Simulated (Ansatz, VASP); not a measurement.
One calculation of Sn3Se, two programs

```
Sn Se
1.0
     4.74188    0.00000    0.00000
     0.00000    4.74188    0.00000
     0.00000    0.00000    4.74188
Sn Se
3 1
Direct
  0.00000 0.50000 0.50000
  0.50000 0.00000 0.50000
  0.50000 0.50000 0.00000
  0.00000 0.00000 0.00000
```

Alike in both runs: task relaxation of cell and atoms; functional r2SCAN; k mesh 10 × 10 × 10; occupations gaussian, width 0.1 eV; no spin polarisation.

```csv
,VASP,Ansatz
version,VASP 6.6.1,Ansatz 0.2.0
potentials or method,"VASP PAW PBE potentials, release 64 (Sn_d, Se), cutoff 600 eV","scalar-relativistic, plane waves, PAW"
valence electrons in the cell,48,58
```

Ansatz gave:

| Item | Value |
| --- | --- |
| gap on the k mesh at the Fermi level, each at its own relaxed structure (eV) | none |
| relaxed volume (Å³/atom) | 26.39 |
| relaxed length of the cell vector where the two differ most in proportion (Å) | 4.726 |

Problem. Which values does VASP return?

Solution. gap on the k mesh at the Fermi level, each at its own relaxed structure (eV): none; relaxed volume (Å³/atom): 26.41; relaxed length of the cell vector where the two differ most in proportion (Å): 4.727.

VASP's potentials were made for PBE, not for r2SCAN. A gap of «none» marks a metal or a gap that the smearing closes. VASP's potentials hold 48 valence electrons a cell and Ansatz's 58, so a difference there can come from the potentials and not from the codes.
